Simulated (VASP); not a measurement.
Wanted: the native input for a VASP 6.6.1 run.

```yaml
Task: single point
Functional: HSE06
Potentials_or_basis: VASP PAW PBE potentials, release 64 (Pd)
Cutoff: 520 eV
k_mesh: 6 × 6 × 6
Occupations: methfessel-paxton, width 0.05 eV
Spin: no spin polarisation
Dipole_correction: no
Grid_for_exact_exchange_PRECFOCK: Normal
Further_INCAR_settings: ALGO = Normal; EDIFF = 1e-07; NBANDS = 11
Share_of_exact_exchange: 0.25
Screening_parameter: 0.2079 1/Å
```

Pd:

```xyz
1
Lattice="0.0000 1.9465 1.9465 1.9465 0.0000 1.9465 1.9465 1.9465 0.0000" Properties=species:S:1:pos:R:3 pbc="T T T"
Pd    0.0000    0.0000    0.0000
```

The input as run:

POSCAR

```
Pd
1.0
    0.0000000000      1.9465000000      1.9465000000
    1.9465000000      0.0000000000      1.9465000000
    1.9465000000      1.9465000000      0.0000000000
Pd
1
Direct
    0.0000000000      0.0000000000      0.0000000000
```

INCAR.step1

```
ALGO = Normal
EDIFF = 1E-5
ENCUT = 520
GGA = PE
ISIF = 2
ISMEAR = 1
LASPH = True
LREAL = False
LWAVE = True
NBANDS = 11
NELM = 80
PREC = Accurate
SIGMA = 0.05
```

INCAR.step2

```
ALGO = Normal
EDIFF = 1E-7
ENCUT = 520
GGA = PE
HFSCREEN = 0.2079
ISIF = 2
ISMEAR = 1
ISTART = 1
LASPH = True
LCHARG = True
LELF = True
LHFCALC = True
LREAL = False
LVHAR = True
LWAVE = False
NBANDS = 11
NELM = 80
PREC = Accurate
PRECFOCK = Normal
SIGMA = 0.05
```

KPOINTS

```
k-points
0
Gamma
  6 6 6
```

Potentials or basis: VASP PAW PBE potentials, release 64 (Pd).

Launch:

```sh
$ cat potpaw_PBE.64/Pd/POTCAR > POTCAR
$ cp INCAR.step1 INCAR
$ mpirun -np 1 vasp_std > vasp.out
$ cp INCAR.step2 INCAR
$ mpirun -np 1 vasp_std > vasp.out
```

It gave:

```yaml
Pressure: 1.2 GPa
Band_gap_on_the_k_mesh: zero (bands 5 and 6 overlap by 2.24 eV)
```

Caveat: the k points lie up to 0.47 Å⁻¹ apart, too coarse for converged energies and pressures of a metal; the PAW data sets were made with another functional, which shifts forces and pressure a little.

Run time: 6.7 min on 1 thread of Intel(R) Xeon(R) Platinum 8375C CPU @ 2.90GHz (Ice Lake), on a shared host, peak memory 0.23 GiB.
